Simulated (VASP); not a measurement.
# SiC (a cell with a defect) in VASP: single point with PBEsol

Aim: the single point of SiC (a cell with a defect) with PBEsol.

Program: VASP 6.6.1. These are calculated values, not measurements. Logs are shortened: lines on timing, memory, paths and dates and some standing lists are left out, and cuts for length are marked.

### 1 The cell of the first run

The cell holds a defect, 94 atoms: a = 9.234 Å, b = 10.663 Å, c = 10.076 Å, α = 90.00°, β = 90.00°, γ = 90.00°.

### 2 Single point, PBEsol

INCAR reads:

```
SYSTEM = SiC
PREC = Accurate
ENCUT = 520
EDIFF = 1E-6
ISMEAR = -1
SIGMA = 0.05
LREAL = Auto
LASPH = .TRUE.
NELM = 60
ALGO = Normal
ISIF = 2
LWAVE = .FALSE.
LCHARG = .FALSE.
GGA = PS
NBANDS = 241
ISYM = 0
```

KPOINTS reads:

```
Automatic mesh
0
Gamma
  1 1 1
  0.25 0.25 0.25
```

POSCAR reads:

```
SiC
1.0
    9.2342040000      0.0000000000      0.0000000000
    0.0000000000     10.6627400000      0.0000000000
    0.0000000000      0.0000000000     10.0759470000
Si C
47 47
Direct
    0.9989440000      0.0006270000      0.4988790000
    0.3335430000      0.0004070000      0.4994580000
    0.1682880000      0.2531120000      0.5008410000
    0.0041130000      0.5020520000      0.5007520000
    0.6679180000      0.0005680000      0.4988080000
    0.4990780000      0.2527210000      0.5007910000
    0.1696260000      0.7476140000      0.4982190000
    0.8334600000      0.2515300000      0.4984880000
    0.6637600000      0.5015210000      0.5006110000
    0.4976280000      0.7475580000      0.4982780000
    0.8336230000      0.7488990000      0.4990600000
    0.0014020000      0.1680430000      0.2522430000
    0.3331740000      0.1675890000      0.2513220000
    0.1672100000      0.4183160000      0.2521500000
    0.0005130000      0.6663570000      0.2501990000
    0.6648260000      0.1684610000      0.2522640000
    0.4993520000      0.4182650000      0.2521700000
    0.3332400000      0.6667320000      0.2520420000
    0.1678210000      0.9146900000      0.2517270000
    0.8331230000      0.4192230000      0.2515530000
    0.6660140000      0.6664380000      0.2502290000
    0.4987840000      0.9148570000      0.2515640000
    0.8332930000      0.9154080000      0.2511480000
    0.1678420000      0.0839580000      0.7488780000
    0.0019970000      0.3344680000      0.7488580000
    0.4988500000      0.0842090000      0.7491700000
    0.3334310000      0.3358470000      0.7490510000
    0.1704220000      0.5810000000      0.7467240000
    0.0006170000      0.8310400000      0.7481940000
    0.8334440000      0.0835700000      0.7375140000
    0.6647830000      0.3342930000      0.7490230000
    0.4965750000      0.5807520000      0.7464770000
    0.3335380000      0.8317900000      0.7485320000
    0.8335340000      0.5825990000      0.7493010000
    0.6663270000      0.8310470000      0.7483100000
    0.0089440000      0.9947780000      0.0040270000
    0.3335510000      0.9974880000      0.0015970000
    0.1684040000      0.2500770000      0.0020010000
    0.0000430000      0.5020180000      0.0006000000
    0.6579260000      0.9952520000      0.0042110000
    0.4980540000      0.2505570000      0.0022060000
    0.3332450000      0.4998970000      0.9975980000
    0.1671060000      0.7488790000      0.0001880000
    0.8332540000      0.2605120000      0.0046330000
    0.6670210000      0.5018600000      0.0007430000
    0.5000420000      0.7486550000      0.0003840000
    0.8333700000      0.7487250000      0.0009860000
    0.9986280000      0.0010590000      0.1878990000
    0.3334200000      0.9999230000      0.1881390000
    0.1665330000      0.2498280000      0.1876600000
    0.9993820000      0.5002950000      0.1861280000
    0.6682910000      0.0012760000      0.1877150000
    0.4996400000      0.2501470000      0.1877750000
    0.3333080000      0.5003310000      0.1859390000
    0.1655500000      0.7502370000      0.1856530000
    0.8332120000      0.2489620000      0.1880400000
    0.6670590000      0.5003020000      0.1865640000
    0.5010780000      0.7502410000      0.1857540000
    0.8332890000      0.7501280000      0.1873740000
    0.0002150000      0.9993410000      0.6894990000
    0.3335230000      0.9995220000      0.6875770000
    0.1667270000      0.2493630000      0.6883840000
    0.9997870000      0.5001910000      0.6878690000
    0.6664400000      0.9994950000      0.6897030000
    0.4999380000      0.2493930000      0.6882850000
    0.3335470000      0.4977440000      0.6999840000
    0.1668240000      0.7494890000      0.6866480000
    0.8333280000      0.2507970000      0.6895980000
    0.6672220000      0.5000360000      0.6879660000
    0.5001120000      0.7494920000      0.6866930000
    0.8333660000      0.7494600000      0.6868370000
    0.9988240000      0.1660090000      0.4395540000
    0.3334010000      0.1671220000      0.4387590000
    0.1512100000      0.4109370000      0.4333560000
    0.9998890000      0.6675890000      0.4375020000
    0.6676020000      0.1666170000      0.4395220000
    0.5178690000      0.4098420000      0.4326880000
    0.3335250000      0.6823020000      0.4296650000
    0.1648550000      0.9180700000      0.4395360000
    0.8343630000      0.4181830000      0.4387910000
    0.6672270000      0.6675310000      0.4376380000
    0.5024090000      0.9185320000      0.4390810000
    0.8335630000      0.9159600000      0.4385800000
    0.1657300000      0.0830850000      0.9371370000
    0.0005970000      0.3317800000      0.9375280000
    0.5008990000      0.0842080000      0.9379190000
    0.3330800000      0.3309640000      0.9392090000
    0.1647490000      0.5842020000      0.9372520000
    0.9978240000      0.8340960000      0.9364590000
    0.6659380000      0.3317180000      0.9376000000
    0.5018440000      0.5833810000      0.9375920000
    0.3335610000      0.8327080000      0.9372840000
    0.8334590000      0.5833540000      0.9372230000
    0.6688590000      0.8339950000      0.9364790000
```

Potentials or basis: VASP PAW PBE potentials, release 64 (Si, C).

On the command line:

```
cat potpaw_PBE.64/Si/POTCAR potpaw_PBE.64/C/POTCAR > POTCAR
mpirun -np 1 vasp_std > vasp.out
```

OUTCAR:

```text
SYSTEM = SiC
   PREC = Accurate
   ENCUT = 520
   EDIFF = 1E-6
   ISMEAR = -1
   LREAL = Auto
   LASPH = .TRUE.
   NELM = 60
   ISIF = 2
   GGA = PS
   ISYM = 0

 ion  position               nearest neighbor table
   1  0.999  0.001  0.499-  72 1.86  79 1.87  83 1.88  60 1.92  30 2.98   5 3.06  12 3.06  23 3.07
                            19 3.08   8 3.08  11 3.09   2 3.09  24 3.09  29 3.10   3 3.11   7 3.12
   2  0.334  0.000  0.499-  73 1.88  79 1.89  82 1.89  61 1.90  22 3.07  19 3.07  13 3.07  24 3.07
                            26 3.08  33 3.09   5 3.09   1 3.09   7 3.09  10 3.09   6 3.09   3 3.10
   3  0.168  0.253  0.501-  74 1.82  73 1.89  62 1.89  72 1.92   6 3.05   4 3.06  25 3.06  27 3.06
                            14 3.06  13 3.08  12 3.08  24 3.08   8 3.09   2 3.10   1 3.11
   4  0.004  0.502  0.501-  74 1.80  75 1.88  63 1.89  80 1.91   7 3.03  28 3.03  14 3.06   3 3.06
                            11 3.07  25 3.07  15 3.07  34 3.08  20 3.09   8 3.10   9 3.14
   5  0.668  0.001  0.499-  82 1.86  76 1.87  83 1.88  64 1.92  30 2.98   1 3.06  16 3.06  23 3.06
                            22 3.08   8 3.08   2 3.09  11 3.09  35 3.10  26 3.10   6 3.11  10 3.12
   6  0.499  0.253  0.501-  77 1.82  73 1.89  65 1.89  76 1.91   3 3.05   9 3.06  31 3.06  27 3.06
                            17 3.06  16 3.07  13 3.08  26 3.08   8 3.09   2 3.09   5 3.11
   7  0.170  0.748  0.498-  78 1.80  75 1.89  67 1.90  79 1.91  10 3.03  18 3.03   4 3.03  19 3.06
                            28 3.07  15 3.07  33 3.08   2 3.09  29 3.09  11 3.10   1 3.12
   8  0.833  0.252  0.498-  72 1.88  76 1.88  80 1.88  68 1.93  30 3.00  12 3.06  16 3.06  20 3.06
                             1 3.08   5 3.08   6 3.09   3 3.09   9 3.09  25 3.09  31 3.09   4 3.10
   9  0.664  0.502  0.501-  77 1.80  81 1.88  69 1.89  80 1.91  32 3.04  10 3.04   6 3.06  17 3.06
[... 110 lines left out ...]
  81  0.667  0.668  0.438-  11 1.87   9 1.88  10 1.89  21 1.89
  82  0.502  0.919  0.439-   5 1.86   2 1.89  22 1.89  10 1.92
  83  0.834  0.916  0.439-   1 1.88   5 1.88  11 1.88  23 1.89
  84  0.166  0.083  0.937-  36 1.85  38 1.90  24 1.90  37 1.91
[... 8 lines left out ...]
  93  0.833  0.583  0.937-  47 1.88  39 1.88  45 1.88  34 1.89
  94  0.669  0.834  0.936-  40 1.85  47 1.89  35 1.90  46 1.92

IMPORTANT INFORMATION: All symmetrisations will be switched off!
NOSYMM: (Re-)initialisation of all symmetry stuff for point group C_1.

----------------------------------------------------------------------------------------

                                     Primitive cell

  volume of cell :     992.0971

  direct lattice vectors                    reciprocal lattice vectors
     9.234204000  0.000000000  0.000000000     0.108293037  0.000000000  0.000000000
     0.000000000 10.662740000  0.000000000     0.000000000  0.093784524  0.000000000
     0.000000000  0.000000000 10.075947000     0.000000000  0.000000000  0.099246254

  length of vectors
     9.234204000 10.662740000 10.075947000     0.108293037  0.093784524  0.099246254

  position of ions in fractional coordinates (direct lattice)
     0.998944000  0.000627000  0.498879000
     0.333543000  0.000407000  0.499458000
     0.168288000  0.253112000  0.500841000
     0.004113000  0.502052000  0.500752000
     0.667918000  0.000568000  0.498808000
     0.499078000  0.252721000  0.500791000
[... 86 lines left out ...]
     0.833459000  0.583354000  0.937223000
     0.668859000  0.833995000  0.936479000

  ion indices of the primitive-cell ions
   primitive index   ion index
                 1           1
                 2           2
                 3           3
                 4           4
                 5           5
                 6           6
[... 86 lines left out ...]
                93          93
                94          94

----------------------------------------------------------------------------------------

[... 35 lines left out ...]
   ions per type =              47  47
   NGX,Y,Z   is equivalent  to a cutoff of  12.60, 12.47, 13.20 a.u.
   NGXF,Y,Z  is equivalent  to a cutoff of  25.20, 24.95, 26.40 a.u.
 SYSTEM =  SiC
   PREC   = accura    normal or accurate (medium, high low for compatibility)
   ISTART =      0    job   : 0-new  1-cont  2-samecut
   ICHARG =      2    charge: 1-file 2-atom 10-const
   ISPIN  =      1    spin polarized calculation?
   LNONCOLLINEAR =      F non collinear calculations
   LSORBIT =      F    spin-orbit coupling
   LASPH  =      T    aspherical Exc in radial PAW
   ENCUT  =  520.0 eV  38.22 Ry    6.18 a.u.  17.17 19.83 18.73*2*pi/ulx,y,z
   NELM   =     60;   NELMIN=  2; NELMDL= -5     # of ELM steps
   EDIFF  = 0.1E-05   stopping-criterion for ELM
   LREAL  =      T    real-space projection
   EDIFFG = 0.1E-04   stopping-criterion for IOM
   NSW    =      0    number of steps for IOM
   IBRION =     -1    ionic relax: 0-MD 1-quasi-New 2-CG
   NFREE  =      0    steps in history (QN), initial steepest desc. (CG)
   ISIF   =      2    stress and relaxation
   ISYM   =      0    0-nonsym 1-usesym 2-fastsym
   POTIM  = 0.5000    time-step for ionic-motion
   TEBEG  =    0.0;   TEEND  =   0.0 temperature during run
   PSTRESS=    0.0 pullay stress
   NELECT =     376.0000    total number of electrons
   NUPDOWN=      -1.0000    fix difference up-down
   EMIN   =  10.00;   EMAX   =-10.00  energy-range for DOS
   EFERMI =   0.00;   METHOD = LEGACY
   ISMEAR =    -1;   SIGMA  =   0.05  broadening in eV -4-tet -1-fermi 0-gaus
   EFERMI_NEDOS =   21; number of points for ismear=-14 and -15
   IALGO  =     38    algorithm
   IMIX   =      4    mixing-type and parameters
     AMIX     =   0.40;   BMIX     =  1.00
     AMIX_MAG =   1.60;   BMIX_MAG =  1.00
  volume/ion in A,a.u.               =      10.55        71.22
  Fermi-wavevector in a.u.,A,eV,Ry     =   1.184730  2.238815 19.096936  1.403585
  Thomas-Fermi vector in A             =   2.320938
   LORBIT       =      0    0 simple, 1 ext, 2 COOP (PROOUT), +10 PAW based schemes
   GGA     = PS    functional components
   LHFCALC =     F    Hartree Fock is set to
   AEXX    =    0.0000 exact exchange contribution
   IVDW    =     0    specifies the selected vdW correction
   LEPSILON=     F    determine dielectric tensor
   LRPA    =     F    only Hartree local field effects (RPA)
 non-spin polarized calculation
  energy-cutoff  :      520.00
  volume of cell :      992.10
 maximum number of plane-waves:     26706
 NGX is ok and might be reduce to    70
   NGX = 35   NGY = 39   NGZ = 37

 number of electron     376.0000009 magnetization

 Free energy of the ion-electron system (eV)
  ---------------------------------------------------
  ext. energy  EPLUGINS =         0.00000000
  ---------------------------------------------------
  free energy    TOTEN  =      -737.22560922 eV

  energy without entropy =     -737.12781972  energy(sigma->0) =     -737.17671447

 E-fermi :   8.9242     XC(G=0): -11.3992

 val. band max:        8.8467513895   @ k =   0.2500   0.2500   0.2500
 cond. band min:       8.9975674105   @ k =   0.2500  -0.2500  -0.2500
 fundamental gap:      0.1508160210
 Fermi energy:         8.9241541392

 k-point     1 :       0.2500    0.2500    0.2500
  band No.  band energies     occupation
      1      -7.4289      2.00000
      2      -6.9170      2.00000
      3      -6.8472      2.00000
      4      -6.6512      2.00000
      5      -6.2863      2.00000
      6      -6.1946      2.00000
[... 801 lines left out ...]
    199      11.3864      0.00000
    200      11.4513      0.00000
 [bands above 200 left out]

------------------------ aborting loop because EDIFF is reached ----------------------------------------

  FORCE on cell =-STRESS in cart. coord.  units (eV):
  Direction    XX          YY          ZZ          XY          YZ          ZX
  --------------------------------------------------------------------------------------
  -------------------------------------------------------------------------------------
  Total        3.8787051      5.5819166      5.4374879     -0.0284049     -0.7923851     -0.0426531
  in kB        6.2638765      9.0144611      8.7812174     -0.0458722     -1.2796545     -0.0688822
  external PRESSURE =       8.0198517 kB  Pullay stress =       0.0000000 kB

 VOLUME and BASIS-vectors are now :
 -----------------------------------------------------------------------------
  energy-cutoff  :      520.00
  volume of cell :      992.10
      direct lattice vectors                 reciprocal lattice vectors
     9.234204000  0.000000000  0.000000000     0.108293037  0.000000000  0.000000000
     0.000000000 10.662740000  0.000000000     0.000000000  0.093784524  0.000000000
     0.000000000  0.000000000 10.075947000     0.000000000  0.000000000  0.099246254

 POSITION                                       TOTAL-FORCE (eV/Angst)
 -----------------------------------------------------------------------------------
      9.22445      0.00669      5.02668         0.003750     -0.035255     -0.005379
      3.08000      0.00434      5.03251         0.000319      0.012413     -0.001027
      1.55401      2.69887      5.04645        -0.080008      0.031312     -0.087287
      0.03798      5.35325      5.04555         0.025397     -0.082319     -0.041438
      6.16769      0.00606      5.02596         0.048290      0.056033      0.006875
      4.60859      2.69470      5.04594        -0.029938      0.062323     -0.063423
[... 86 lines left out ...]
      7.69633      6.22015      9.44341        -0.009108      0.007549     -0.007235
      6.17638      8.89267      9.43591        -0.001401      0.022625      0.031242
 -----------------------------------------------------------------------------------
    total drift:                               -0.025041      0.010129      0.044309

  FREE ENERGIE OF THE ION-ELECTRON SYSTEM (eV)
  ---------------------------------------------------
  free  energy   TOTEN  =      -737.2256092151 eV

  energy  without entropy=     -737.1278197211  energy(sigma->0) =     -737.17671447
```

Wall time 79 min (1 thread of AMD EPYC 7R13, shared host); peak memory 1.2 GiB.

What came out:

- Free energy: -737.2256 eV
- Pressure: 0.8 GPa
- Largest force: 0.201 eV/Å
- Band gap on the k mesh: 0.15 eV

Forces in eV/Å, atoms in the order of the input:
```
Si   0.004 -0.035 -0.005
Si   0.000  0.012 -0.001
Si  -0.080  0.031 -0.087
Si   0.025 -0.082 -0.041
Si   0.048  0.056  0.007
Si  -0.030  0.062 -0.063
Si  -0.047  0.010  0.058
Si   0.003 -0.003 -0.019
Si   0.003  0.000 -0.016
Si   0.010  0.040  0.026
Si  -0.025  0.011  0.003
Si   0.017  0.027  0.022
Si   0.009  0.021  0.008
Si   0.002 -0.062  0.101
Si  -0.001 -0.018 -0.013
Si   0.008 -0.012  0.003
Si   0.005 -0.049  0.091
Si   0.019 -0.079 -0.116
Si   0.015  0.043 -0.006
Si   0.058 -0.015  0.013
Si   0.025 -0.028  0.022
Si   0.042  0.029 -0.021
Si   0.015  0.012  0.007
Si  -0.001 -0.006 -0.008
Si  -0.008 -0.021  0.011
Si   0.011 -0.015  0.019
Si  -0.019 -0.141 -0.042
Si  -0.044  0.041 -0.015
Si  -0.013 -0.001  0.004
Si  -0.009 -0.001  0.020
Si  -0.005  0.003 -0.009
Si   0.066  0.081  0.054
Si  -0.008  0.013 -0.004
Si  -0.017  0.003  0.015
Si  -0.016  0.015 -0.011
Si  -0.022  0.050  0.026
Si  -0.017  0.016 -0.003
Si  -0.044 -0.041  0.002
Si  -0.024 -0.012 -0.010
Si   0.006  0.000 -0.052
Si   0.017 -0.005  0.027
Si  -0.016  0.018  0.059
Si  -0.023  0.045  0.008
Si   0.008 -0.018  0.013
Si  -0.009 -0.003  0.008
Si  -0.031 -0.003 -0.038
Si   0.005 -0.006 -0.011
C   -0.017 -0.006 -0.029
C   -0.027 -0.008  0.003
C    0.027  0.019 -0.018
C    0.020  0.011  0.036
C   -0.025  0.009  0.046
C   -0.015 -0.014 -0.046
C   -0.013  0.029 -0.014
C    0.013 -0.005  0.029
C   -0.005 -0.003  0.000
C    0.001  0.023 -0.058
C   -0.019  0.010  0.028
C    0.001 -0.002  0.005
C    0.021 -0.003 -0.011
C   -0.004 -0.007 -0.008
C    0.023  0.010 -0.001
C    0.024  0.023  0.021
C   -0.005 -0.022 -0.021
C    0.002  0.009  0.021
C   -0.044  0.182 -0.030
C    0.006  0.005  0.003
C    0.015 -0.002 -0.001
C    0.005  0.011 -0.020
C    0.008 -0.012 -0.002
C    0.026  0.005 -0.001
C    0.060  0.056  0.004
C    0.009 -0.029  0.002
C    0.007 -0.117 -0.103
C    0.022  0.034  0.010
C    0.056 -0.132  0.024
C   -0.110 -0.046 -0.058
C    0.028  0.002  0.199
C   -0.003  0.030 -0.025
C   -0.067  0.021  0.052
C   -0.004 -0.001 -0.004
C   -0.055 -0.083  0.022
C   -0.026 -0.005 -0.008
C    0.016  0.111  0.056
C    0.025 -0.003 -0.017
C    0.020 -0.092 -0.080
C    0.012  0.071 -0.040
C    0.035 -0.090  0.016
C    0.001 -0.058  0.000
C    0.018  0.016 -0.005
C    0.026  0.050 -0.052
C    0.012 -0.007  0.015
C   -0.009  0.008 -0.007
C   -0.001  0.023  0.031
```

Caveat: semilocal functionals underestimate gaps, and a narrow one can read as zero; the PAW data sets were made with another functional, which shifts forces and pressure a little.
